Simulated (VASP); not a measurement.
Here is a VASP 6.6.1 calculation.

INCAR

```
ALGO = Normal
EDIFF = 1E-6
EDIFFG = -0.01
ENCUT = 600
GGA = PE
IBRION = 2
ISIF = 3
ISMEAR = 0
LASPH = True
LCHARG = False
LREAL = False
LWAVE = False
NELM = 100
NSW = 100
PREC = Accurate
SIGMA = 0.1
```

Contents of KPOINTS:

```
k-points
0
Gamma
  10 10 16
```

The input POSCAR:

```
Li
1.0
    5.2949638879      0.0000000000      0.0000000000
    0.0000000000      5.2949638879      0.0000000000
    0.0000000000      0.0000000000      2.7746040764
Li
3
Direct
    0.5000000000      0.0000000000      0.5000000000
    0.0000000000      0.5000000000      0.5000000000
    0.5000000000      0.5000000000      0.5000000000
```

Potentials or basis: VASP PAW PBE potentials, release 64 (Li_sv).

The run is started by

```bash
$ cat potpaw_PBE.64/Li_sv/POTCAR > POTCAR
$ mpirun -np 1 vasp_std > vasp.out
```

(1) Predict the relaxed volume.

(2) Predict the space group after relaxing (to 0.05 Å).

(3) What does it give for the relaxed cell?

Answers

(1) 26.21 Å³/atom.

(2) P4/mmm (No. 123).

(3) a = 5.305 Å, b = 5.305 Å, c = 2.794 Å, α = 90.00°, β = 90.00°, γ = 90.00°.

Caveat: the cutoff is under 1.25 times the usual one of these potentials, so pressure, stress and relaxed cells hold a basis-set (Pulay) error.
